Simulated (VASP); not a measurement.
Set up this calculation in VASP 6.6.1, as the native input.

| Quantity | Value |
| --- | --- |
| Task | single point |
| Functional | r2SCAN |
| Potentials or basis | VASP PAW PBE potentials, release 64 (B, As) |
| Cutoff | 520 eV |
| k mesh | 10 × 10 × 10 |
| Occupations | gaussian, width 0.02 eV |
| Spin | no spin polarisation |
| Dipole correction | no |
| Further INCAR settings | ALGO = Normal; EDIFF = 1e-06; NBANDS = 11 |

Crystal: BAs.

```
B As
1.0
     0.00000    2.39192    2.39192
     2.39192    0.00000    2.39192
     2.39192    2.39192    0.00000
B As
1 1
Direct
  0.00000 0.00000 0.00000
  0.25000 0.25000 0.25000
```

One way to write it, as run:

POSCAR

```
BAs
1.0
    0.0000000000      2.3919171944      2.3919171944
    2.3919171944      0.0000000000      2.3919171944
    2.3919171944      2.3919171944      0.0000000000
B As
1 1
Direct
    0.0000000000      0.0000000000      0.0000000000
    0.2500000000      0.2500000000      0.2500000000
```

INCAR.step1

```
SYSTEM = BAs
PREC = Accurate ; ENCUT = 520
ISMEAR = 0 ; SIGMA = 0.02
LREAL = .False. ; LASPH = .True.
NELM = 80 ; NBANDS = 11
GGA = PE ; ALGO = Normal
EDIFF = 1E-4 ; LWAVE = .True.
LCHARG = .False.
```

INCAR.step2

```
SYSTEM = BAs
PREC = Accurate ; ENCUT = 520
EDIFF = 1E-6 ; ISMEAR = 0
SIGMA = 0.02 ; LREAL = .False.
LASPH = .True. ; NELM = 80
ALGO = Normal ; ISIF = 2
LWAVE = .False. ; LCHARG = .False.
METAGGA = R2SCAN ; LMIXTAU = .True.
NBANDS = 11 ; ISTART = 1
```

KPOINTS

```
Automatic mesh
0
Gamma
  10 10 10
  0 0 0
```

Potentials or basis: VASP PAW PBE potentials, release 64 (B, As).

Run with:

```bash
$ cat potpaw_PBE.64/B/POTCAR potpaw_PBE.64/As/POTCAR > POTCAR
$ cp INCAR.step1 INCAR
$ mpirun -np 1 vasp_std > vasp.out
$ cp INCAR.step2 INCAR
$ mpirun -np 1 vasp_std > vasp.out
```

It gave:

- Pressure: 0.2 GPa
- Band gap on the k mesh: 1.37 eV, indirect (least direct gap 3.44 eV)

Caveat: the PAW data sets were made with another functional, which shifts forces and pressure a little.

Wall time 44 s on 1 thread of Intel(R) Xeon(R) Platinum 8488C (Sapphire Rapids), on a shared host, peak memory 0.16 GiB.
